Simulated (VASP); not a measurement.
Crystal: GaB2.

```
Ga B
1.0
     3.91340    0.00000    0.00000
     0.00000    4.77627    0.00000
     0.00000    0.00000    2.98167
Ga B
2 4
Direct
  0.00000 0.00000 0.00000
  0.50000 0.50000 0.50000
  0.20040 0.37870 0.00000
  0.79960 0.62130 0.00000
  0.70040 0.12130 0.50000
  0.29960 0.87870 0.50000
```

* Program: VASP 6.6.1
* Task: relaxation of cell and atoms
* Functional: PBE
* Potentials or basis: VASP PAW PBE potentials, release 64 (Ga_d, B)
* Cutoff: 500 eV
* k mesh: 4 × 4 × 6
* Occupations: gaussian, width 0.1 eV
* Spin: no spin polarisation

At the start: pressure 45.7 GPa; volume 9.29 Å³/atom.

**Question.** Where does the relaxation end?

**Answer.** Over 40 steps the energy falls by 825.8 meV/atom and the volume is 11.65 Å³/atom (+25.4 %); space group Pnnm (No. 58, to 0.1 Å) before, I4/mmm (No. 139, to 0.1 Å).

The path:
| step | energy change (eV) | largest force (eV/Å) | pressure (GPa) | volume (Å³) |
| --- | --- | --- | --- | --- |
| 1 | 0.0000 | 3.3747 | 45.67 | 55.73 |
| 2 | -3.2184 | 1.5218 | -11.39 | 79.81 |
| 3 | -3.2744 | 1.7449 | -7.78 | 75.73 |
| 4 | -3.7046 | 1.2238 | 0.28 | 72.65 |
| 5 | -3.7488 | 0.3431 | -2.08 | 73.29 |
| 6 | -3.8085 | 0.4462 | -0.63 | 71.70 |
| 7 | -3.8914 | 0.7364 | 4.11 | 67.01 |
| 8 | -3.9080 | 0.7538 | 4.22 | 66.73 |
| 9 | -3.9490 | 0.8208 | 4.85 | 65.89 |
| 10 | -3.9738 | 0.9343 | 6.29 | 64.19 |
| 11 | -4.0607 | 0.8452 | 5.13 | 64.53 |
| 12 | -4.2177 | 0.7804 | 2.17 | 65.53 |
| 13 | -4.2946 | 1.5097 | -2.19 | 67.37 |
| 14 | -4.4909 | 1.2045 | 0.53 | 67.39 |
| 15 | -4.5607 | 0.9239 | 3.60 | 67.38 |
| 16 | -4.6882 | 0.4505 | 1.32 | 68.72 |
| 17 | -4.7026 | 0.7151 | 0.67 | 69.32 |
| 18 | -4.7768 | 0.4406 | -1.63 | 70.25 |
| 19 | -4.8210 | 0.4066 | -4.44 | 71.49 |
| 20 | -4.8659 | 0.3468 | -3.53 | 71.36 |
| 21 | -4.9202 | 0.2275 | -1.18 | 71.03 |
| 22 | -4.9229 | 0.2112 | -0.49 | 70.94 |
| 23 | -4.9230 | 0.2093 | -0.36 | 70.92 |
| 24 | -4.9270 | 0.1261 | -0.32 | 70.82 |
| 25 | -4.9310 | 0.3231 | -0.16 | 70.53 |
| 26 | -4.9334 | 0.2898 | -0.31 | 70.44 |
| 27 | -4.9380 | 0.1877 | -0.71 | 70.18 |
| 28 | -4.9342 | 0.0763 | -1.47 | 69.64 |
| 29 | -4.9387 | 0.1316 | -0.94 | 70.03 |
| 30 | -4.9429 | 0.0807 | -0.42 | 69.76 |
| 31 | -4.9463 | 0.0892 | 0.44 | 69.30 |
| 32 | -4.9464 | 0.1073 | 0.59 | 69.21 |
| 33 | -4.9482 | 0.0647 | 0.64 | 69.24 |
| 34 | -4.9513 | 0.1201 | 0.88 | 69.32 |
| 35 | -4.9529 | 0.0772 | 0.49 | 69.46 |
| 36 | -4.9542 | 0.0273 | -0.10 | 69.71 |
| 37 | -4.9542 | 0.0318 | -0.22 | 69.75 |
| 38 | -4.9546 | 0.0288 | -0.20 | 69.80 |
| 39 | -4.9549 | 0.0241 | -0.26 | 69.89 |
| 40 | -4.9549 | 0.0235 | -0.19 | 69.90 |

Final structure:
```yaml
crystal:
  lattice:
    - [3.52862, 0.00000, 0.00000]
    - [0.00000, 5.56760, 0.00000]
    - [0.00000, 0.00000, 3.55818]
  atoms:
    - { symbol: Ga, position: [0.00000, 0.00000, 0.00000] }
    - { symbol: Ga, position: [0.50000, 0.50000, 0.50000] }
    - { symbol: B, position: [0.00258, 0.36025, 0.00000] }
    - { symbol: B, position: [0.99742, 0.63975, 0.00000] }
    - { symbol: B, position: [0.50258, 0.13975, 0.50000] }
    - { symbol: B, position: [0.49742, 0.86025, 0.50000] }
```

Caveat: the k points lie up to 0.45 Å⁻¹ apart in the final cell, too coarse for converged energies and pressures of a metal; the volume moved by over 15 % at a fixed basis, so the end points are rough.
